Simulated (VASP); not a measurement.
The system is LuSc3F.

```
Lu Sc F
1.0
     4.50244    0.00000    0.00000
     0.00000    4.50244    0.00000
     0.00000    0.00000    4.50244
Lu Sc F
1 3 1
Direct
  0.50000 0.50000 0.50000
  0.50000 0.00000 0.00000
  0.00000 0.50000 0.00000
  0.00000 0.00000 0.50000
  0.00000 0.00000 0.00000
```

The cell was generated, and may not be a known phase.

```yaml
Program: VASP 6.6.1
Task: relaxation of cell and atoms
Functional: PBE
Potentials_or_basis: VASP PAW PBE potentials, release 64 (Lu, Sc_sv, F)
Cutoff: 600 eV
k_mesh: 4 × 4 × 4
Occupations: gaussian, width 0.1 eV
Spin: no spin polarisation
```

At the start: pressure 10.1 GPa; volume 18.25 Å³/atom.

Q: How do energy, volume and symmetry change on relaxing?

A: Over 3 steps the energy falls by 78.0 meV/atom and the volume is 21.01 Å³/atom (+15.1 %); space group Pm-3m (No. 221, to 0.1 Å) before and after.

The path:
```
step  energy change (eV)  largest force (eV/Å)  pressure (GPa)  volume (Å³)
   1              0.0000                0.0000           10.10        91.27
   2             -0.3825                0.0000           -1.08       107.34
   3             -0.3901                0.0000            0.02       105.05
```

Final structure:
```
CELL_PARAMETERS angstrom
4.71852 0.00000 0.00000
0.00000 4.71852 0.00000
0.00000 0.00000 4.71852
ATOMIC_POSITIONS crystal
Lu 0.50000 0.50000 0.50000
Sc 0.50000 0.00000 0.00000
Sc 0.00000 0.50000 0.00000
Sc 0.00000 0.00000 0.50000
F 0.00000 0.00000 0.00000
```

Caveat: the volume moved by over 15 % at a fixed basis, so the end points are rough.
